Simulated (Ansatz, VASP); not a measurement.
## Two plane-wave programs on Cs2Bi2B3Ir2

```
Cs B Bi Ir
1.0
     4.92203    0.00000    0.00000
    -2.46101    4.26260    0.00000
     0.00000    0.00000   13.80611
Cs B Bi Ir
2 3 2 2
Direct
  0.66667 0.33333 0.33655
  0.33333 0.66667 0.66345
  0.00000 0.50000 0.00000
  0.50000 0.00000 0.00000
  0.50000 0.50000 0.00000
  0.00000 0.00000 0.83190
  0.00000 0.00000 0.16810
  0.66667 0.33333 0.90554
  0.33333 0.66667 0.09446
```

Alike in both runs: task single point; functional PBE; k mesh 6 × 6 × 2; occupations gaussian, width 0.1 eV; collinear spin.

|  | VASP | Ansatz |
| --- | --- | --- |
| version | VASP 6.6.1 | Ansatz 0.2.0 |
| potentials or method | VASP PAW PBE potentials, release 64 (Cs_sv, B, Bi_d, Ir), cutoff 520 eV | scalar-relativistic, plane waves, PAW |
| valence electrons in the cell | 75 | 91 |

Ansatz gave:

```
gap on the k mesh at the Fermi level (eV)                     : none
pressure (GPa)                                                : 0.4
traceless stress, the component that is largest in VASP (GPa) : -0.23
rms of the force components (eV/Å)                            : 0.004
net moment per atom (μB)                                      : 0.00
```

Task: Estimate VASP's values.

Result: gap on the k mesh at the Fermi level (eV): none; pressure (GPa): 0.6; traceless stress, the component that is largest in VASP (GPa): -0.16; rms of the force components (eV/Å): 0.066; net moment per atom (μB): 0.00.

Atom by atom the forces differ by 0.066 eV/Å (rms over components). A gap of «none» marks a metal or a gap that the smearing closes. The functional is the same, so the differences come from potentials, cutoffs and numerics. VASP's potentials hold 75 valence electrons a cell and Ansatz's 91, so a difference there can come from the potentials and not from the codes. Ansatz's warnings: seeded moment not kept.

Spin-orbit coupling is off throughout.
